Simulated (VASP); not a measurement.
Runs of VASP 6.6.1 on SrO. Symmetry: Fm-3m, No. 225, cubic system. The conventional cell has a = 5.160 Å, b = 5.160 Å, c = 5.160 Å, α = 90.00°, β = 90.00°, γ = 90.00°. Within 3.4 Å of Sr (site symmetry m-3m) lie 6 O at 2.58 Å. O (site symmetry m-3m) has 6 Sr at 2.58 Å within 3.4 Å. 

```tsv
level	k mesh	smearing	grid for exact exchange (PRECFOCK)	share of exact exchange	screening parameter	gap on the mesh (eV)	pressure (GPa)
PBEsol	5 × 5 × 5	gaussian 0.01 eV	-	-	-	3.35	-1.4
PBEsol	6 × 6 × 6	gaussian 0.01 eV	-	-	-	3.16	-1.4
r2SCAN50	4 × 4 × 4	gaussian 0.01 eV	Normal	0.5	-	7.97	-2.3
r2SCAN	6 × 6 × 6	gaussian 0.01 eV	-	-	-	3.75	(a)
PBEsol	6 × 6 × 6	gaussian 0.05 eV	-	-	-	3.16	-1.4
PBE-based screened hybrid with 50 % exact exchange	4 × 4 × 4	gaussian 0.01 eV	Normal	0.5	0.3 1/Å	5.81	-1.7
PBEsol+D4	6 × 6 × 6	gaussian 0.01 eV	-	-	-	3.16	-2.4
PBEsol	6 × 6 × 6	tetrahedron	-	-	-	3.16	-1.4
HSE06	4 × 4 × 4	gaussian 0.01 eV	Normal	0.25	0.2079 1/Å	4.74	(b)
```

Alike in all rows: task single point; potentials or basis VASP PAW PBE potentials, release 64 (Sr_sv, O); no spin polarisation; cell as given; cutoff (eV) 520.

**Question.** Fill in the values left out.

**Answer.** (a) 0.5; (b) 0.2.

Caveats: some runs use coarse meshes; the PAW data sets were made with another functional, which shifts forces and pressure a little; an odd mesh through Γ misses points on the zone boundary, where band edges can lie (at least some runs).

A k mesh can miss the band edges, and the runs leave out spin-orbit coupling on Sr.
